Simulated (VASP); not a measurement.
Write the native input for VASP 6.6.1 that does the following.

```
Task                   : single point
Functional             : PBE
Potentials or basis    : VASP PAW PBE potentials, release 64 (Hf_pv, Nb_sv, Te)
Cutoff                 : 520 eV
k mesh                 : 6 × 4 × 2
Occupations            : gaussian, width 0.2 eV
Spin                   : no spin polarisation
Dipole correction      : no
Further INCAR settings : ALGO = Normal; EDIFF = 1e-06; NBANDS = 59
```

The structure of HfNbTe4 lies in POSCAR:

```
HfNbTe4
1.0
    3.8222310317      0.0000000000      0.0000000000
    0.0000000000      6.6202983451      0.0000000000
    0.0000000000      0.0000000000     14.3160769000
Hf Nb Te
2 2 8
Direct
    0.0000000000      0.0000000000      0.5000000000
    0.5000000000      0.5000000000      0.5000000000
    0.0000000000      0.0000000000      0.0000000000
    0.5000000000      0.5000000000      0.0000000000
    0.5000000000      0.1666666667      0.6286620000
    0.0000000000      0.6666666667      0.6286620000
    0.5000000000      0.1666666667      0.1245420000
    0.0000000000      0.6666666667      0.1245420000
    0.0000000000      0.3333333333      0.8754580000
    0.5000000000      0.8333333333      0.8754580000
    0.0000000000      0.3333333333      0.3713380000
    0.5000000000      0.8333333333      0.3713380000
```

One way to write it, as run:

INCAR

```
  PREC = Accurate
  ENCUT = 520
  EDIFF = 1E-6
  ISMEAR = 0
  SIGMA = 0.2
  LREAL = False
  LASPH = True
  NELM = 60
  ALGO = Normal
  ISIF = 2
  LWAVE = False
  LCHARG = False
  GGA = PE
  NBANDS = 59
```

KPOINTS

```
regular mesh
0
Gamma
  6 4 2
```

Potentials or basis: VASP PAW PBE potentials, release 64 (Hf_pv, Nb_sv, Te).

The run is started by

```console
$ cat potpaw_PBE.64/Hf_pv/POTCAR potpaw_PBE.64/Nb_sv/POTCAR potpaw_PBE.64/Te/POTCAR > POTCAR
$ mpirun -np 1 vasp_std > vasp.out
```

It gave:

```
Pressure               : -0.1 GPa
Largest force          : 0.026 eV/Å
Band gap on the k mesh : zero (band 47 reaches 6.43 eV, above the bottom of band 48 at 5.19 eV)
```

Caveat: spin-orbit coupling is left out, which moves the levels of the heavy elements; this functional lacks dispersion, which binds the layers, so the pressure and a relaxed spacing across them are unreliable.

Run time: 23 min on 1 thread of AMD EPYC 7R43 64-Core Processor (Zen 3) (shared host), peak memory 0.63 GiB.
